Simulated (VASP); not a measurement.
SiC (Moissanite):

```xyz
4
Lattice="3.0760 0.0000 0.0000 -1.5380 2.6639 0.0000 0.0000 0.0000 5.0480" Properties=species:S:1:pos:R:3 pbc="T T T"
Si    1.5380    0.8880    2.5240
Si    0.0000    1.7759    0.0000
C     1.5380    0.8880    4.4675
C     0.0000    1.7759    1.9435
```

```yaml
Program: VASP 6.6.1
Task: relaxation of cell and atoms
Functional: BLYP
Potentials_or_basis: VASP PAW PBE potentials, release 64 (Si, C)
Cutoff: 600 eV
k_mesh: 10 × 10 × 5
Occupations: fermi-dirac, width 0.05 eV
Spin: no spin polarisation
```

At the start: pressure 8.7 GPa; volume 10.34 Å³/atom.

Q: How do energy, volume and symmetry change on relaxing?

A: Over 6 steps the energy falls by 19.9 meV/atom and the volume is 10.76 Å³/atom (+4.1 %); space group P6_3mc (No. 186, to 0.05 Å).

The path:
```csv
step,energy change (eV),largest force (eV/Å),pressure (GPa),volume (Å³)
1,0.0000,0.7625,8.71,41.36
2,-0.0136,0.5299,-7.18,44.82
3,-0.0767,0.0866,-0.42,43.13
4,-0.0767,0.0998,-0.25,43.09
5,-0.0794,0.0058,0.01,43.04
6,-0.0794,0.0096,-0.03,43.05
```

Final structure:
```
CELL_PARAMETERS angstrom
3.11602 0.00000 0.00000
-1.55801 2.69856 0.00000
0.00000 0.00000 5.11906
ATOMIC_POSITIONS crystal
Si 0.66667 0.33333 0.50456
Si 0.33333 0.66667 0.00456
C 0.66667 0.33333 0.88044
C 0.33333 0.66667 0.38044
```

Caveat: the PAW data sets were made with another functional, which shifts forces and pressure a little.
